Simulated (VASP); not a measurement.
The system is ZnO.

```
Zn O
1.0
     3.24466    0.00000    0.00000
    -1.62233    2.80995    0.00000
     0.00000    0.00000    7.57552
Zn O
2 2
Cartesian
  0.0000 0.0000 5.6816
  0.0000 0.0000 1.8939
  0.0000 1.8733 1.8939
  1.6223 0.9367 5.6816
```

- Program: VASP 6.6.1
- Task: relaxation of shape and atoms at fixed volume
- Functional: PBE
- Potentials or basis: VASP PAW PBE potentials, release 64 (Zn, O)
- Cutoff: 600 eV
- k mesh: 12 × 12 × 4
- Occupations: gaussian, width 0.02 eV
- Spin: no spin polarisation

At the start: pressure 3.5 GPa; volume 17.27 Å³/atom.

**Question.** How do energy, volume and symmetry change on relaxing?

**Answer.** Over 3 steps the energy falls by 7.4 meV/atom; space group P6_3/mmc (No. 194, to 0.1 Å) before and after.

Step by step:
| step | energy change (eV) | largest force (eV/Å) | pressure (GPa) | volume (Å³) |
| --- | --- | --- | --- | --- |
| 1 | 0.0000 | 0.0000 | 3.47 | 69.07 |
| 2 | -0.0272 | 0.0000 | 0.90 | 69.07 |
| 3 | -0.0295 | 0.0000 | -0.09 | 69.07 |

Final structure:
```
Zn O
1.0
     3.28718    0.00000    0.00000
    -1.64359    2.84678    0.00000
     0.00000    0.00000    7.38080
Zn O
2 2
Direct
  0.00000 0.00000 0.75000
  0.00000 0.00000 0.25000
  0.33333 0.66667 0.25000
  0.66667 0.33333 0.75000
```
